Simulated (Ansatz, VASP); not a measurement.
CsCdCl3: VASP beside Ansatz

File INCAR:

```
  PREC = Accurate
  ENCUT = 520
  EDIFF = 1E-6
  ISMEAR = 0
  SIGMA = 0.05
  LREAL = False
  LASPH = True
  NELM = 60
  ALGO = Normal
  ISIF = 2
  LWAVE = False
  LCHARG = True
  GGA = CA
  LELF = True
  LVHAR = True
  NBANDS = 29
```

File KPOINTS:

```
Automatic mesh
0
Gamma
  6 6 6
```

The input POSCAR:

```
CsCdCl3
1.0
    5.2000000000      0.0000000000      0.0000000000
    0.0000000000      5.2000000000      0.0000000000
    0.0000000000      0.0000000000      5.0440000000
Cs Cd Cl
1 1 3
Direct
    0.0000000000      0.0000000000      0.0000000000
    0.5000000000      0.5000000000      0.5000000000
    0.0000000000      0.5000000000      0.5000000000
    0.5000000000      0.0000000000      0.5000000000
    0.5000000000      0.5000000000      0.0000000000
```

Input for Ansatz:

```yaml
crystal:
  lattice:
    - [5.2, 0.0, 0.0]
    - [0.0, 5.2, 0.0]
    - [0.0, 0.0, 5.044]
  atoms:
    - { symbol: Cs, position: [0.0, 0.0, 0.0] }
    - { symbol: Cd, position: [0.5, 0.5, 0.5] }
    - { symbol: Cl, position: [0.0, 0.5, 0.5] }
    - { symbol: Cl, position: [0.5, 0.0, 0.5] }
    - { symbol: Cl, position: [0.5, 0.5, 0.0] }
basis:
  ecutwfc: 420
kpoints:
  mp_grid: { grid: [6, 6, 6] }
hamiltonian:
  xc: lda
scf:
  occupations: { method: gaussian, width: 0.05 }
output:
  forces: true
  stress: true
  eigenvalues: true
```

Change from the starting cell: strain +0.000 along x and y, -0.030 along z, atoms carried along.

Alike in both runs: task single point; functional LDA; k mesh 6 × 6 × 6; occupations gaussian, width 0.05 eV; no spin polarisation.

|  | VASP | Ansatz |
| --- | --- | --- |
| version | VASP 6.6.1 | Ansatz 0.2.0 |
| potentials or method | VASP PAW LDA potentials, release 64 (Cs_sv, Cd, Cl), cutoff 520 eV | scalar-relativistic, plane waves, PAW |
| valence electrons in the cell | 42 | 50 |

```csv
,VASP,Ansatz,Ansatz less VASP
gap on the k mesh at the Fermi level (eV),1.53,1.50,-0.028
least direct gap on the mesh (eV),2.25,2.23,-0.022
pressure (GPa),-0.5,-0.8,-0.26
"traceless stress, the component that is largest in VASP (GPa)",1.04,0.99,-0.053
```

LDA's correlation is that of Perdew and Zunger in VASP and of Perdew and Wang (1992) in Ansatz. VASP's potentials hold 42 valence electrons a cell and Ansatz's 50, so a difference there can come from the potentials and not from the codes.

Spin-orbit coupling is off throughout.
